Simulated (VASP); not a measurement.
# KTaO3 (P4/mmm) in VASP: a series of runs, part 2 of 2

VASP 6.6.1. The steps go on from the part before.

### Step 4. Single point, LDA (equal xx and yy strain of -3 %)

INCAR reads:

```
SYSTEM = KTaO3
ALGO     = Normal         ! electronic algorithm
EDIFF    = 1E-6           ! SCF threshold, eV
ENCUT    = 520            ! plane-wave cutoff, eV
GGA      = CA             ! functional
ISIF     = 2              ! what is computed and relaxed
ISMEAR   = -1             ! smearing method
LASPH    = .TRUE.         ! aspherical terms in the spheres
LCHARG   = .FALSE.        ! write CHGCAR
LREAL    = .FALSE.        ! projectors in reciprocal space
LWAVE    = .FALSE.        ! write WAVECAR
NBANDS   = 27             ! bands
NELM     = 100            ! most SCF steps
PREC     = Accurate       ! precision mode
SIGMA    = 0.01           ! smearing width, eV
```

KPOINTS reads:

```
k-points
0
G
  5 5 5
  0 0 0
```

POSCAR reads:

```
KTaO3
1.0
    3.8686510000      0.0000000000      0.0000000000
    0.0000000000      3.8686510000      0.0000000000
    0.0000000000      0.0000000000      3.9883000000
K Ta O
1 1 3
Direct
    0.5000000000      0.5000000000      0.5000000000
    0.0000000000      0.0000000000      0.0000000000
    0.5000000000      0.0000000000      0.0000000000
    0.0000000000      0.5000000000      0.0000000000
    0.0000000000      0.0000000000      0.5000000000
```

The run is started by

```console
> cat potpaw_LDA.64/K_sv/POTCAR potpaw_LDA.64/Ta_pv/POTCAR potpaw_LDA.64/O/POTCAR > POTCAR
> mpirun -np 1 vasp_std > vasp.out
```

Wall time 41 s (1 thread of Intel Xeon 8259CL, shared host); peak memory 0.16 GiB.

Results (log left out):

```yaml
Free_energy: -44.9285 eV
Pressure: 9.9 GPa
Band_gap_on_the_k_mesh: 2.23 eV (least direct gap 2.67 eV)
```

Stress tensor (GPa, compression positive):
```
14.53  0.00  0.00
 0.00 14.53  0.00
 0.00  0.00  0.54
```

Levels at points of the mesh, in eV from the valence-band top:
```
           k point  band 16  band 17  band 18  band 19  band 20  band 21  band 22  band 23
(0.00, 0.00, 0.00)    -1.00    -0.50    -0.44    -0.44     2.23     2.23     2.28     6.81
```

Caveat: the cell differs from its parent crystal (equal xx and yy strain of -3 %); the cell stands under pressure; spin-orbit coupling is left out, which moves the levels of the heavy elements; an odd mesh through Γ misses points on the zone boundary, where band edges can lie.

### Step 5. Single point, LDA (equal xx and yy strain of -1 %)

INCAR reads:

```
PREC = Accurate
ENCUT = 520
EDIFF = 1E-7
ISMEAR = -1
SIGMA = 0.01
LREAL = F
LASPH = T
NELM = 80
ALGO = Normal
ISIF = 2
LWAVE = F
LCHARG = F
GGA = CA
NBANDS = 27
```

KPOINTS reads:

```
regular mesh
0
Gamma
  5 5 5
```

POSCAR, as its differences from that of step 4:

```diff
@@ -2,4 +2,4 @@
 1.0
-    3.8686510000      0.0000000000      0.0000000000
-    0.0000000000      3.8686510000      0.0000000000
+    3.9484170000      0.0000000000      0.0000000000
+    0.0000000000      3.9484170000      0.0000000000
     0.0000000000      0.0000000000      3.9883000000
```

The run is started by

```console
> cat potpaw_LDA.64/K_sv/POTCAR potpaw_LDA.64/Ta_pv/POTCAR potpaw_LDA.64/O/POTCAR > POTCAR
> mpirun -np 1 vasp_std > vasp.out
```

Run time: 42 s. Hardware: 1 thread of Intel Xeon 8259CL, shared host; peak memory 0.16 GiB.

It converged, with:

| Property | Result |
| --- | --- |
| Free energy | -45.0484 eV |
| Pressure | -0.2 GPa |
| Band gap on the k mesh | 2.17 eV (least direct gap 2.66 eV) |

Stress tensor (GPa, compression positive):
```
 1.12  0.00  0.00
 0.00  1.12  0.00
 0.00  0.00 -2.90
```

Levels at points of the mesh, in eV from the valence-band top:
```
           k point  band 16  band 17  band 18  band 19  band 20  band 21  band 22  band 23
(0.00, 0.00, 0.00)    -0.97    -0.51    -0.49    -0.49     2.17     2.17     2.18     6.63
```

Caveat: the cell differs from its parent crystal (equal xx and yy strain of -1 %); spin-orbit coupling is left out, which moves the levels of the heavy elements; an odd mesh through Γ misses points on the zone boundary, where band edges can lie.

### Step 6. Single point, LDA (zz strain of -2 %)

INCAR reads:

```
SYSTEM = KTaO3
PREC = Accurate
ENCUT = 520
EDIFF = 1E-6
ISMEAR = -1
SIGMA = 0.01
LREAL = .False.
LASPH = .True.
NELM = 100
ALGO = Normal
ISIF = 2
LWAVE = .False.
LCHARG = .True.
GGA = CA
LELF = .True.
LVHAR = .True.
NBANDS = 27
```

KPOINTS reads:

```
Automatic mesh
0
Gamma
  5 5 5
  0 0 0
```

POSCAR, as its differences from that of step 5:

```diff
@@ -2,5 +2,5 @@
 1.0
-    3.9484170000      0.0000000000      0.0000000000
-    0.0000000000      3.9484170000      0.0000000000
-    0.0000000000      0.0000000000      3.9883000000
+    3.9883000000      0.0000000000      0.0000000000
+    0.0000000000      3.9883000000      0.0000000000
+    0.0000000000      0.0000000000      3.9085340000
 K Ta O
```

Potentials or basis: VASP PAW LDA potentials, release 64 (K_sv, Ta_pv, O).

The run is started by

```console
> cat potpaw_LDA.64/K_sv/POTCAR potpaw_LDA.64/Ta_pv/POTCAR potpaw_LDA.64/O/POTCAR > POTCAR
> mpirun -np 1 vasp_std > vasp.out
```

OUTCAR:

```text
SYSTEM = KTaO3
   PREC = Accurate
   ENCUT = 520
   EDIFF = 1E-6
   ISMEAR = -1
   LREAL = .False.
   LASPH = .True.
   NELM = 100
   ISIF = 2
   GGA = CA

 ion  position               nearest neighbor table
   1  0.500  0.500  0.500-   3 2.79   4 2.79   3 2.79   4 2.79   3 2.79   3 2.79   4 2.79   4 2.79
                             5 2.82   5 2.82   5 2.82   5 2.82   2 3.43   2 3.43   2 3.43   2 3.43
   2  0.000  0.000  0.000-   5 1.95   5 1.95   3 1.99   4 1.99   4 1.99   3 1.99   1 3.43   1 3.43
                             1 3.43   1 3.43   1 3.43   1 3.43   1 3.43   1 3.43
[... 739 lines left out ...]
  -------------------------------------------------------------------------------------
  Total       -1.1147939     -1.1147939      2.1569475      0.0000000      0.0000000      0.0000000
  in kB      -28.7286773    -28.7286773     55.5853851      0.0000000      0.0000000      0.0000000
  external PRESSURE =      -0.6239899 kB  Pullay stress =       0.0000000 kB

 VOLUME and BASIS-vectors are now :
 -----------------------------------------------------------------------------
  energy-cutoff  :      520.00
  volume of cell :       62.17
      direct lattice vectors                 reciprocal lattice vectors
     3.988300000  0.000000000  0.000000000     0.250733395  0.000000000  0.000000000
     0.000000000  3.988300000  0.000000000     0.000000000  0.250733395  0.000000000
     0.000000000  0.000000000  3.908534000     0.000000000  0.000000000  0.255850403

 POSITION                                       TOTAL-FORCE (eV/Angst)
 -----------------------------------------------------------------------------------
      1.99415      1.99415      1.95427         0.000000      0.000000      0.000000
      0.00000      0.00000      0.00000         0.000000      0.000000      0.000000
      1.99415      0.00000      0.00000         0.000000      0.000000      0.000000
      0.00000      1.99415      0.00000         0.000000      0.000000      0.000000
      0.00000      0.00000      1.95427         0.000000      0.000000      0.000000
 -----------------------------------------------------------------------------------
    total drift:                                0.000000     -0.000000      0.000000

  FREE ENERGIE OF THE ION-ELECTRON SYSTEM (eV)
  ---------------------------------------------------
  free  energy   TOTEN  =       -45.0318336612 eV

  energy  without entropy=      -45.0318336612  energy(sigma->0) =      -45.03183366
```

stdout:

```text
POSCAR found type information on POSCAR K TaO
 POSCAR found :  3 types and       5 ions
 scaLAPACK will be used
 LDA part: xc-table for (Slater(with rela. corr.)+CA(PZ))
 , standard interpolation
 POSCAR, INCAR and KPOINTS ok, starting setup
 FFT: planning ... GRIDC
 FFT: planning ... GRID_SOFT
 FFT: planning ... GRID
 WAVECAR not read
 entering main loop
```

Wall time 42 s (1 thread of Intel Xeon 8259CL, shared host); peak memory 0.17 GiB.

What came out:

- Free energy: -45.0318 eV
- Pressure: -0.1 GPa
- Band gap on the k mesh: 2.15 eV (least direct gap 2.63 eV)

Stress tensor (GPa, compression positive):
```
-2.87  0.00  0.00
 0.00 -2.87  0.00
 0.00  0.00  5.56
```

Caveat: the cell differs from its parent crystal (zz strain of -2 %); spin-orbit coupling is left out, which moves the levels of the heavy elements; an odd mesh through Γ misses points on the zone boundary, where band edges can lie.

### Step 7. The runs side by side

```csv
cell,gap on the mesh (eV),pressure (GPa)
"a = 3.988, b = 3.988, c = 3.948 Å, 5 atoms",2.14,-2.3
"a = 3.988, b = 3.988, c = 4.068 Å, 5 atoms",2.07,-8.0
"a = 3.869, b = 3.869, c = 3.988 Å, 5 atoms",2.23,9.9
"a = 3.948, b = 3.948, c = 3.988 Å, 5 atoms",2.17,-0.2
"a = 3.988, b = 3.988, c = 3.909 Å, 5 atoms",2.15,-0.1
```

Alike in all rows: task single point; level LDA; potentials or basis VASP PAW LDA potentials, release 64 (K_sv, Ta_pv, O); no spin polarisation; k mesh 5 × 5 × 5; cutoff (eV) 520; smearing fermi-dirac 0.01 eV.

Caveats: spin-orbit coupling is left out, which moves the levels of the heavy elements; an odd mesh through Γ misses points on the zone boundary, where band edges can lie; the cell stands under tension (at least some runs); the cell stands under pressure (at least some runs).

Absolute energies hang on the potentials; compare differences alone.
